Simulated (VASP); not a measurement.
## SrO (e600): single point with PBEsol

SrO (e600):

```
Sr O
1.0
     0.00000    2.56120    2.56120
     2.56120    0.00000    2.56120
     2.56120    2.56120    0.00000
Sr O
1 1
Direct
  0.00000 0.00000 0.00000
  0.50000 0.50000 0.50000
```

```
Program             : VASP 6.6.1
Task                : single point
Functional          : PBEsol
Potentials or basis : VASP PAW PBE potentials, release 64 (Sr_sv, O)
Cutoff              : 600 eV
k mesh              : 6 × 6 × 6
Occupations         : gaussian, width 0.01 eV
Spin                : no spin polarisation
```

```json
{
 "Pressure": "0.6 GPa",
 "Band gap on the k mesh": "3.15 eV, indirect (least direct gap 3.23 eV)"
}
```

Levels at points of the mesh, in eV from the valence-band top:
```tsv
k point	band 6	band 7	band 8	band 9	band 10	band 11
(0.00, 0.00, 0.00)	0.00	0.00	0.00	3.90	6.19	6.19
(0.50, 0.00, 0.00)	-2.25	-1.18	-1.18	6.54	8.38	8.91
(0.50, 0.50, 0.00)	-0.42	-0.08	-0.08	3.15	7.85	10.27
```

It took 8.3 s on 1 thread of AMD EPYC 9R45 96-Core Processor (Zen 5) (shared host), peak memory 0.14 GiB.

Caveat: the PAW data sets were made with another functional, which shifts forces and pressure a little. A k mesh can miss the band edges.
